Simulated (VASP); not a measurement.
Wanted: the native input for a VASP 6.6.1 run.

```
Task                   : single point
Functional             : PBE
Dispersion             : D3(BJ)
Potentials or basis    : VASP PAW PBE potentials, release 64 (Al, Cu)
Cutoff                 : 600 eV
k mesh                 : 2 × 2 × 3
Occupations            : gaussian, width 0.1 eV
Spin                   : no spin polarisation
Dipole correction      : no
Further INCAR settings : ALGO = Normal; EDIFF = 1e-06; NBANDS = 16
```

The structure of Al2Cu lies in POSCAR:

```
Al2Cu
1.0
    4.1051820000      0.0000000000      0.0000000000
    0.0000000000      4.1051820000      0.0000000000
    0.0000000000      0.0000000000      2.8913130000
Al Cu
2 1
Direct
    0.6020000000      0.4390000000      1.3230000000
    0.1020000000      0.9390000000      1.3230000000
    0.1020000000      0.4390000000      0.8230000000
```

One way to write it, as run:

INCAR

```
ALGO = Normal
EDIFF = 1E-6
ENCUT = 600
GGA = PE
GGA_COMPAT = F
ISIF = 2
ISMEAR = 0
IVDW = 12
LASPH = T
LCHARG = F
LREAL = F
LWAVE = F
NBANDS = 16
NELM = 120
PREC = Accurate
SIGMA = 0.1
```

KPOINTS

```
k-points
0
Gamma
  2 2 3
```

Potentials or basis: VASP PAW PBE potentials, release 64 (Al, Cu).

Run with:

```bash
$ cat potpaw_PBE.64/Al/POTCAR potpaw_PBE.64/Cu/POTCAR > POTCAR
$ mpirun -np 1 vasp_std > vasp.out
```

Results of the run:

```yaml
Pressure: -0.7 GPa
Dispersion_energy_per_atom: -0.365 eV
```

Caveat: the k points lie up to 0.77 Å⁻¹ apart; pairwise dispersion overbinds metals, which lowers pressure and volume.

Wall time 7.3 s on 1 thread of Intel(R) Xeon(R) Platinum 8488C (Sapphire Rapids) (shared host), peak memory 0.18 GiB.
